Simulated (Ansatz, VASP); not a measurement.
MgF2: VASP beside Ansatz

INCAR

```
SYSTEM = MgF2
PREC = Accurate
ENCUT = 520
EDIFF = 1E-8
ISMEAR = -1
SIGMA = 0.01
LREAL = .FALSE.
LASPH = .TRUE.
NELM = 100
ALGO = Normal
ISIF = 2
LWAVE = .FALSE.
LCHARG = .FALSE.
GGA = PE
LEFG = .TRUE.
NBANDS = 25
```

Contents of KPOINTS:

```
regular mesh
0
G
  6 6 8
  0 0 0
```

The input POSCAR:

```
MgF2
1.0
    4.6213000000      0.0000000000      0.0000000000
    0.0000000000      4.6213000000      0.0000000000
    0.0000000000      0.0000000000      3.0159000000
Mg F
2 4
Direct
    0.0000000000      0.0000000000      0.0000000000
    0.5000000000      0.5000000000      0.5000000000
    0.3028000000      0.3028000000      0.0000000000
    0.1972000000      0.8028000000      0.5000000000
    0.6972000000      0.6972000000      0.0000000000
    0.8028000000      0.1972000000      0.5000000000
```

Input for Ansatz:

```yaml
crystal:
  lattice:
    - [4.6213, 0.0, 0.0]
    - [0.0, 4.6213, 0.0]
    - [0.0, 0.0, 3.0159]
  atoms:
    - { symbol: Mg, position: [0.0, 0.0, 0.0] }
    - { symbol: Mg, position: [0.5, 0.5, 0.5] }
    - { symbol: F, position: [0.3028, 0.3028, 0.0] }
    - { symbol: F, position: [0.1972, 0.8028, 0.5] }
    - { symbol: F, position: [0.6972, 0.6972, 0.0] }
    - { symbol: F, position: [0.8028, 0.1972, 0.5] }
kpoints:
  mp_grid: { grid: [6, 6, 8] }
  band_path:
    path:
      - [0.0, 0.0, 0.0]
      - [0.0, 0.5, 0.0]
      - [0.5, 0.5, 0.0]
      - [0.0, 0.0, 0.0]
      - [0.0, 0.0, 0.5]
      - [0.0, 0.5, 0.5]
      - [0.5, 0.5, 0.5]
      - [0.0, 0.0, 0.5]
      - [0.0, 0.5, 0.0]
    npoints: 8
scf:
  occupations: { method: fermi_dirac, width: 0.01 }
hamiltonian:
  xc: pbe
  pseudopotentials: { kind: all_electron, datasets: crystal }
output:
  forces: true
  stress: true
  eigenvalues: true
  efg: { contact_densities: true }
```

Alike in both runs: task electric field gradients; functional PBE; k mesh 6 × 6 × 8; occupations fermi-dirac, width 0.01 eV; no spin polarisation.

```csv
,VASP,Ansatz
version,VASP 6.6.1,Ansatz 0.2.0
potentials or method,"VASP PAW PBE potentials, release 64 (Mg, F), cutoff 520 eV","all-electron PAW with datasets made for the crystal, scalar-relativistic"
```

|  | VASP | Ansatz | Ansatz less VASP |
| --- | --- | --- | --- |
| gap on the k mesh at the Fermi level (eV) | 7.20 | 7.23 | +0.026 |
| pressure (GPa) | 5.4 | 6.2 | +0.89 |
| traceless stress, the component that is largest in VASP (GPa) | 1.30 | 1.32 | +0.026 |
| rms of the force components (eV/Å) | 0.025 | 0.027 | +0.0017 |
| size of Vzz on the site where it differs most (V/Å²) | 5.6 | 6.2 | +0.58 |

Atom by atom the forces differ by 0.002 eV/Å (rms over components). Ansatz ran all-electron here, and VASP with PAW potentials.
